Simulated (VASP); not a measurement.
BeS, 2 atoms in the cell. Symmetry: F-43m, No. 216, cubic system. The conventional cell has a = 4.820 Å, b = 4.820 Å, c = 4.820 Å, α = 90.00°, β = 90.00°, γ = 90.00°. Within 2.8 Å of Be (site symmetry -43m) lie 4 S at 2.09 Å. Within 2.8 Å of S (site symmetry -43m) lie 4 Be at 2.09 Å. 

```yaml
Program: VASP 6.6.1
Task: single point
Functional: r2SCAN
Potentials_or_basis: VASP PAW PBE potentials, release 64 (Be, S)
Cutoff: 660 eV
k_mesh: 4 × 4 × 4
Occupations: gaussian, width 0.01 eV
Spin: no spin polarisation
Dipole_correction: no
Further_INCAR_settings: ALGO = Normal; EDIFF = 1e-06; NBANDS = 11
```

Potentials or basis: VASP PAW PBE potentials, release 64 (Be, S).

Command:

```sh
$ cat potpaw_PBE.64/Be/POTCAR potpaw_PBE.64/S/POTCAR > POTCAR
$ cp INCAR.step1 INCAR
$ mpirun -np 1 vasp_std > vasp.out
$ cp INCAR.step2 INCAR
$ mpirun -np 1 vasp_std > vasp.out
```

Hardware: 1 thread of Intel Xeon 8259CL, with other jobs on the host.

Question: How long does it take, and how much memory?

Answer: Run time: 24 s on 1 thread of Intel Xeon 8259CL, on a shared host, peak memory 0.16 GiB. Counts: k points 8.
